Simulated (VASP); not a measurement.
# AlN (P6_3/mmc) in VASP: a series of runs

AlN is run at these levels: PBE; tasks: single point.

Program: VASP 6.6.1. These are calculated values, not measurements. Logs are shortened: lines on timing, memory, paths and dates and some standing lists are left out, and cuts for length are marked.

## (1) The cell of the first run

Symmetry: P6_3/mmc, No. 194, hexagonal system. Conventional cell: a = 3.148 Å, b = 3.148 Å, c = 4.313 Å, α = 90.00°, β = 90.00°, γ = 120.00°. Al (site symmetry -6m2) has 5 N at 1.82 to 2.16 Å within 2.4 Å. N (site symmetry -6m2) has 5 Al at 1.82 to 2.16 Å within 2.4 Å.

## (2) Single point, PBE

Input file INCAR:

```
PREC = Accurate ; ENCUT = 520
EDIFF = 1E-6 ; ISMEAR = 0
SIGMA = 0.05 ; LREAL = F
LASPH = T ; NELM = 80
ALGO = Normal ; ISIF = 2
LWAVE = F ; LCHARG = T
GGA = PE ; LELF = T
LVHAR = T ; NBANDS = 16
```

Input file KPOINTS:

```
Automatic mesh
0
Gamma
  9 9 6
```

Input file POSCAR:

```
AlN
1.0
    3.1478000000      0.0000000000      0.0000000000
   -1.5739000000      2.7260747660      0.0000000000
    0.0000000000      0.0000000000      4.3132000000
Al N
2 2
Direct
    0.3333333333      0.6666666667      0.7500000000
    0.6666666667      0.3333333333      0.2500000000
    0.3333333333      0.6666666667      0.2500000000
    0.6666666667      0.3333333333      0.7500000000
```

Potentials or basis: VASP PAW PBE potentials, release 64 (Al, N).

The run is started by

```sh
> cat potpaw_PBE.64/Al/POTCAR potpaw_PBE.64/N/POTCAR > POTCAR
> mpirun -np 1 vasp_std > vasp.out
```

OUTCAR:

```text
PREC = Accurate
   ENCUT = 520
   EDIFF = 1E-6
   ISMEAR = 0
   LREAL = F
   LASPH = T
   NELM = 80
   ISIF = 2
   GGA = PE

 ion  position               nearest neighbor table
   1  0.333  0.667  0.750-   4 1.82   4 1.82   4 1.82   3 2.16   3 2.16   2 2.82   2 2.82   2 2.82
                             2 2.82   2 2.82   2 2.82
   2  0.667  0.333  0.250-   3 1.82   3 1.82   3 1.82   4 2.16   4 2.16   1 2.82   1 2.82   1 2.82
                             1 2.82   1 2.82   1 2.82
   3  0.333  0.667  0.250-   2 1.82   2 1.82   2 1.82   1 2.16   1 2.16
   4  0.667  0.333  0.750-   1 1.82   1 1.82   1 1.82   2 2.16   2 2.16

  LATTYP: Found a hexagonal cell.
 ALAT       =     3.1478000000
 C/A-ratio  =     1.3702268251

  Lattice vectors:

 A1 = (   3.1478000000,   0.0000000000,   0.0000000000)
 A2 = (  -1.5739000000,   2.7260747660,   0.0000000000)
 A3 = (   0.0000000000,   0.0000000000,   4.3132000000)

Analysis of symmetry for initial positions (statically):
=====================================================================
 Subroutine PRICEL returns:
 Original cell was already a primitive cell.

 Routine SETGRP: Setting up the symmetry group for a
 hexagonal supercell.

 Subroutine GETGRP returns: Found 24 space group operations
 (whereof 12 operations were pure point group operations)
 out of a pool of 24 trial point group operations.

The static configuration has the point symmetry D_3d.
 The point group associated with its full space group is D_6h.

Analysis of symmetry for dynamics (positions and initial velocities):
=====================================================================
 Subroutine PRICEL returns:
 Original cell was already a primitive cell.

 Routine SETGRP: Setting up the symmetry group for a
 hexagonal supercell.

 Subroutine GETGRP returns: Found 24 space group operations
 (whereof 12 operations were pure point group operations)
 out of a pool of 24 trial point group operations.

The dynamic configuration has the point symmetry D_3d.
 The point group associated with its full space group is D_6h.

 Subroutine INISYM returns: Found 24 space group operations
 (whereof 12 operations are pure point group operations),
 and found     1 'primitive' translations

----------------------------------------------------------------------------------------

                                     Primitive cell

  volume of cell :      37.0122

  direct lattice vectors                    reciprocal lattice vectors
     3.147800000  0.000000000  0.000000000     0.317682191  0.183413898  0.000000000
    -1.573900000  2.726074766  0.000000000     0.000000000  0.366827797  0.000000000
     0.000000000  0.000000000  4.313200000     0.000000000  0.000000000  0.231846425

  length of vectors
     3.147800000  3.147800000  4.313200000     0.366827797  0.366827797  0.231846425

  position of ions in fractional coordinates (direct lattice)
     0.333333333  0.666666667  0.750000000
     0.666666667  0.333333333  0.250000000
     0.333333333  0.666666667  0.250000000
     0.666666667  0.333333333  0.750000000

  ion indices of the primitive-cell ions
   primitive index   ion index
                 1           1
                 2           2
                 3           3
                 4           4

----------------------------------------------------------------------------------------

 KPOINTS: Automatic mesh

Automatic generation of k-mesh.
 Grid dimensions read from file:
 generate k-points for:    9    9    6

 Generating k-lattice:

  Cartesian coordinates                     Fractional coordinates (reciprocal lattice)
     0.035298021  0.020379322  0.000000000     0.111111111  0.000000000  0.000000000
     0.000000000  0.040758644  0.000000000     0.000000000  0.111111111  0.000000000
     0.000000000  0.000000000  0.038641071     0.000000000  0.000000000  0.166666667

  Length of vectors
     0.040758644  0.040758644  0.038641071

  Shift w.r.t. Gamma in fractional coordinates (k-lattice)
     0.000000000  0.000000000  0.000000000

 Subroutine IBZKPT returns following result:
 ===========================================

 Found     48 irreducible k-points:

 Following reciprocal coordinates:
            Coordinates               Weight
  0.000000  0.000000  0.000000      1.000000
  0.111111 -0.000000  0.000000      6.000000
  0.222222 -0.000000  0.000000      6.000000
  0.333333  0.000000  0.000000      6.000000
  0.444444 -0.000000  0.000000      6.000000
  0.111111  0.111111  0.000000      6.000000
[... 16 lines left out ...]
  0.333333  0.222222  0.166667     24.000000
  0.333333  0.333333  0.166667      4.000000
 [... further k-points ...]
   k-points           NKPTS =     48   k-points in BZ     NKDIM =     48   number of bands    NBANDS=     16
   number of dos      NEDOS =    301   number of ions     NIONS =      4
   total plane-waves  NPLWV =  18432
   dimension x,y,z NGX =    24 NGY =   24 NGZ =   32
   dimension x,y,z NGXF=    48 NGYF=   48 NGZF=   64
   ions per type =               2   2
   NGX,Y,Z   is equivalent  to a cutoff of  12.68, 12.68, 12.33 a.u.
   NGXF,Y,Z  is equivalent  to a cutoff of  25.35, 25.35, 24.67 a.u.
 SYSTEM =  unknown system
   PREC   = accura    normal or accurate (medium, high low for compatibility)
   ISTART =      0    job   : 0-new  1-cont  2-samecut
   ICHARG =      2    charge: 1-file 2-atom 10-const
   ISPIN  =      1    spin polarized calculation?
   LNONCOLLINEAR =      F non collinear calculations
   LSORBIT =      F    spin-orbit coupling
   LASPH  =      T    aspherical Exc in radial PAW
   ENCUT  =  520.0 eV  38.22 Ry    6.18 a.u.   5.85  5.85  8.02*2*pi/ulx,y,z
   NELM   =     80;   NELMIN=  2; NELMDL= -5     # of ELM steps
   EDIFF  = 0.1E-05   stopping-criterion for ELM
   LREAL  =      F    real-space projection
   EDIFFG = 0.1E-04   stopping-criterion for IOM
   NSW    =      0    number of steps for IOM
   IBRION =     -1    ionic relax: 0-MD 1-quasi-New 2-CG
   NFREE  =      0    steps in history (QN), initial steepest desc. (CG)
   ISIF   =      2    stress and relaxation
   ISYM   =      2    0-nonsym 1-usesym 2-fastsym
   POTIM  = 0.5000    time-step for ionic-motion
   TEBEG  =    0.0;   TEEND  =   0.0 temperature during run
   PSTRESS=    0.0 pullay stress
   NELECT =      16.0000    total number of electrons
   NUPDOWN=      -1.0000    fix difference up-down
   EMIN   =  10.00;   EMAX   =-10.00  energy-range for DOS
   EFERMI =   0.00;   METHOD = LEGACY
   ISMEAR =     0;   SIGMA  =   0.05  broadening in eV -4-tet -1-fermi 0-gaus
   EFERMI_NEDOS =   21; number of points for ismear=-14 and -15
   IALGO  =     38    algorithm
   IMIX   =      4    mixing-type and parameters
     AMIX     =   0.40;   BMIX     =  1.00
     AMIX_MAG =   1.60;   BMIX_MAG =  1.00
  volume/ion in A,a.u.               =       9.25        62.44
  Fermi-wavevector in a.u.,A,eV,Ry     =   1.237846  2.339190 20.847704  1.532263
  Thomas-Fermi vector in A             =   2.372396
   LORBIT       =      0    0 simple, 1 ext, 2 COOP (PROOUT), +10 PAW based schemes
   GGA     = PE    functional components
   LHFCALC =     F    Hartree Fock is set to
   AEXX    =    0.0000 exact exchange contribution
   IVDW    =     0    specifies the selected vdW correction
   LEPSILON=     F    determine dielectric tensor
   LRPA    =     F    only Hartree local field effects (RPA)
 non-spin polarized calculation
 Gauss-broadening in eV      SIGMA  =   0.05
  energy-cutoff  :      520.00
  volume of cell :       37.01
 maximum number of plane-waves:      1008
 NGX is ok and might be reduce to    24
   NGX = 11   NGY = 11   NGZ = 17

 number of electron      16.0000002 magnetization

 Free energy of the ion-electron system (eV)
  ---------------------------------------------------
  ext. energy  EPLUGINS =         0.00000000
  ---------------------------------------------------
  free energy    TOTEN  =       -28.99822849 eV

  energy without entropy =      -28.99822849  energy(sigma->0) =      -28.99822849

 E-fermi :   9.3130     XC(G=0): -11.4861

 val. band max:        9.0128322681   @ k =   0.0000   0.0000   0.0000
 cond. band min:      12.6958330249   @ k =   0.0000   0.0000   0.0000
 fundamental gap:      3.6830007569
 Fermi energy:         9.3129514078

 k-point     1 :       0.0000    0.0000    0.0000
  band No.  band energies     occupation
      1      -8.5410      2.00000
      2      -5.0432      2.00000
      3       1.3266      2.00000
      4       5.5662      2.00000
      5       5.5662      2.00000
      6       6.8915      2.00000
[... 8 lines left out ...]
     15      20.7048      0.00000
     16      21.3353      0.00000

 k-point     2 :       0.1111   -0.0000    0.0000
  band No.  band energies     occupation
      1      -8.3799      2.00000
      2      -4.9986      2.00000
      3       1.5017      2.00000
      4       4.9830      2.00000
      5       5.3610      2.00000
      6       6.3755      2.00000
[... 8 lines left out ...]
     15      20.8083      0.00000
     16      21.1065      0.00000

 k-point     3 :       0.2222   -0.0000    0.0000
  band No.  band energies     occupation
      1      -7.9182      2.00000
      2      -4.9190      2.00000
      3       2.0133      2.00000
      4       3.7092      2.00000
      5       4.9443      2.00000
      6       5.3654      2.00000
[... 8 lines left out ...]
     15      19.6854      0.00000
     16      21.2045      0.00000

 k-point     4 :       0.3333    0.0000    0.0000
  band No.  band energies     occupation
      1      -7.2346      2.00000
      2      -4.9562      2.00000
      3       2.5109      2.00000
      4       2.8060      2.00000
      5       4.4181      2.00000
      6       4.5653      2.00000
[... 8 lines left out ...]
     15      21.4204      0.00000
     16      21.4319      0.00000
[... 324 lines left out ...]
 k-point    22 :       0.2222    0.2222    0.1667
  band No.  band energies     occupation
      1      -6.7440      2.00000
      2      -5.1377      2.00000
      3       2.2893      2.00000
      4       2.5700      2.00000
      5       4.3858      2.00000
      6       4.5983      2.00000
[... 8 lines left out ...]
     15      20.8944      0.00000
     16      22.7453      0.00000

 k-point    23 :       0.3333    0.2222    0.1667
  band No.  band energies     occupation
      1      -6.1303      2.00000
      2      -5.3379      2.00000
      3       1.8641      2.00000
      4       2.7623      2.00000
      5       3.5226      2.00000
      6       5.2019      2.00000
[... 8 lines left out ...]
     15      20.7751      0.00000
     16      22.8768      0.00000

 k-point    24 :       0.3333    0.3333    0.1667
  band No.  band energies     occupation
      1      -5.6576      2.00000
      2      -5.6576      2.00000
      3       1.8917      2.00000
      4       2.9895      2.00000
      5       2.9895      2.00000
      6       5.0386      2.00000
[... 8 lines left out ...]
     15      20.5796      0.00000
     16      22.7667      0.00000

 [... further k-points ...]
[... 5 lines left out ...]
  --------------------------------------------------------------------------------------
  -------------------------------------------------------------------------------------
  Total        7.1729167      7.1729167      1.3636177      0.0000000      0.0000000      0.0000000
  in kB      310.5001960    310.5001960     59.0280898      0.0000000      0.0000000      0.0000000
  external PRESSURE =     226.6761606 kB  Pullay stress =       0.0000000 kB

 VOLUME and BASIS-vectors are now :
 -----------------------------------------------------------------------------
  energy-cutoff  :      520.00
  volume of cell :       37.01
      direct lattice vectors                 reciprocal lattice vectors
     3.147800000  0.000000000  0.000000000     0.317682191  0.183413898  0.000000000
    -1.573900000  2.726074766  0.000000000     0.000000000  0.366827797  0.000000000
     0.000000000  0.000000000  4.313200000     0.000000000  0.000000000  0.231846425

 POSITION                                       TOTAL-FORCE (eV/Angst)
 -----------------------------------------------------------------------------------
     -0.00000      1.81738      3.23490         0.000000      0.000000      0.000000
      1.57390      0.90869      1.07830        -0.000000     -0.000000      0.000000
     -0.00000      1.81738      1.07830        -0.000000     -0.000000      0.000000
      1.57390      0.90869      3.23490        -0.000000      0.000000      0.000000
 -----------------------------------------------------------------------------------
    total drift:                               -0.000000      0.000000     -0.000000

  FREE ENERGIE OF THE ION-ELECTRON SYSTEM (eV)
  ---------------------------------------------------
  free  energy   TOTEN  =       -28.9982284863 eV

  energy  without entropy=      -28.9982284863  energy(sigma->0) =      -28.99822849
```

Run time: 8.8 s. Hardware: 1 thread of Intel Xeon 6975P-C (Granite Rapids), shared host; peak memory 0.15 GiB.

Results:

* Free energy: -28.9982 eV
* Pressure: 22.7 GPa
* Band gap on the k mesh: 3.68 eV, direct

Stress tensor (GPa, compression positive):
```
31.05  0.00  0.00
 0.00 31.05  0.00
 0.00  0.00  5.90
```

## (3) Single point, PBE

This run uses another cell than the first one, of 9.18 Å³/atom, 0.992 times its volume.

Input file INCAR:

```
  ALGO = Normal
  EDIFF = 1E-6
  ENCUT = 520
  GGA = PE
  ISIF = 2
  ISMEAR = 0
  LASPH = T
  LCHARG = F
  LREAL = F
  LWAVE = F
  NBANDS = 16
  NELM = 80
  PREC = Accurate
  SIGMA = 0.05
```

Input file KPOINTS:

```
k-points
0
Gamma
  9 9 6
```

Input file POSCAR:

```
AlN
1.0
    3.2306000000      0.0000000000      0.0000000000
   -1.6153000000      2.7977816695      0.0000000000
    0.0000000000      0.0000000000      4.0620000000
Al N
2 2
Direct
    0.3333333333      0.6666666667      0.7500000000
    0.6666666667      0.3333333333      0.2500000000
    0.3333333333      0.6666666667      0.2500000000
    0.6666666667      0.3333333333      0.7500000000
```

Potentials or basis: VASP PAW PBE potentials, release 64 (Al, N).

The run is started by

```sh
> cat potpaw_PBE.64/Al/POTCAR potpaw_PBE.64/N/POTCAR > POTCAR
> mpirun -np 1 vasp_std > vasp.out
```

It took 7.7 s on 1 thread of Intel Xeon 6975P-C (Granite Rapids), shared host; peak memory 0.15 GiB.

Results (log left out):

- Free energy: -29.1448 eV
- Pressure: 19.4 GPa
- Band gap on the k mesh: 3.88 eV, direct

Stress tensor (GPa, compression positive):
```
20.10  0.00  0.00
 0.00 20.10  0.00
 0.00  0.00 17.86
```

Levels at points of the mesh, in eV from the valence-band top:
| k point | band 6 | band 7 | band 8 | band 9 | band 10 | band 11 |
| --- | --- | --- | --- | --- | --- | --- |
| (0.00, 0.00, 0.00) | -1.74 | -1.74 | 0.00 | 3.88 | 5.07 | 8.68 |
| (0.00, 0.00, 0.50) | -2.67 | -2.67 | -2.67 | 6.18 | 6.18 | 8.80 |

## (4) Single point, PBE

This run uses another cell than the first one, of 9.22 Å³/atom, 0.997 times its volume.

Input file INCAR:

```
SYSTEM = AlN
  PREC = Accurate
  ENCUT = 520
  EDIFF = 1E-6
  ISMEAR = 0
  SIGMA = 0.05
  LREAL = .FALSE.
  LASPH = .TRUE.
  NELM = 80
  ALGO = Normal
  ISIF = 2
  LWAVE = .FALSE.
  LCHARG = .TRUE.
  GGA = PE
  LELF = .TRUE.
  LVHAR = .TRUE.
  NBANDS = 16
```

Input file KPOINTS:

```
Automatic mesh
0
G
  9 9 6
  0 0 0
```

Input file POSCAR:

```
AlN
1.0
    3.1892000000      0.0000000000      0.0000000000
   -1.5946000000      2.7619282177      0.0000000000
    0.0000000000      0.0000000000      4.1875902404
Al N
2 2
Direct
    0.3333333333      0.6666666667      0.7500000000
    0.6666666667      0.3333333333      0.2500000000
    0.3333333333      0.6666666667      0.2500000000
    0.6666666667      0.3333333333      0.7500000000
```

The run is started by

```sh
> cat potpaw_PBE.64/Al/POTCAR potpaw_PBE.64/N/POTCAR > POTCAR
> mpirun -np 1 vasp_std > vasp.out
```

Wall time 8.3 s (1 thread of Intel Xeon 6975P-C (Granite Rapids), shared host); peak memory 0.15 GiB.

It converged, with:

| Item | Value |
| --- | --- |
| Free energy | -29.1106 eV |
| Pressure | 20.1 GPa |
| Band gap on the k mesh | 3.77 eV, direct |

Stress tensor (GPa, compression positive):
```
24.86  0.00  0.00
 0.00 24.86  0.00
 0.00  0.00 10.65
```

Levels at points of the mesh, in eV from the valence-band top:
```
           k point  band 6  band 7  band 8  band 9  band 10  band 11
(0.00, 0.00, 0.00)   -1.96   -1.96    0.00    3.77     5.11     8.78
(0.00, 0.00, 0.50)   -2.76   -2.76   -2.76    6.09     6.09     8.97
```

A k mesh can miss the band edges.

## (5) Summary

```tsv
cell	gap on the mesh (eV)	pressure (GPa)
a = 3.148, b = 3.148, c = 4.313 Å, angles 90.0, 90.0, 120.0°, 4 atoms	3.68	22.7
a = 3.231, b = 3.231, c = 4.062 Å, angles 90.0, 90.0, 120.0°, 4 atoms	3.88	19.4
a = 3.189, b = 3.189, c = 4.188 Å, angles 90.0, 90.0, 120.0°, 4 atoms	3.77	20.1
```

Alike in all rows: task single point; level PBE; potentials or basis VASP PAW PBE potentials, release 64 (Al, N); no spin polarisation; k mesh 9 × 9 × 6; cutoff (eV) 520; smearing gaussian 0.05 eV.

Absolute energies hang on the potentials; compare differences alone.
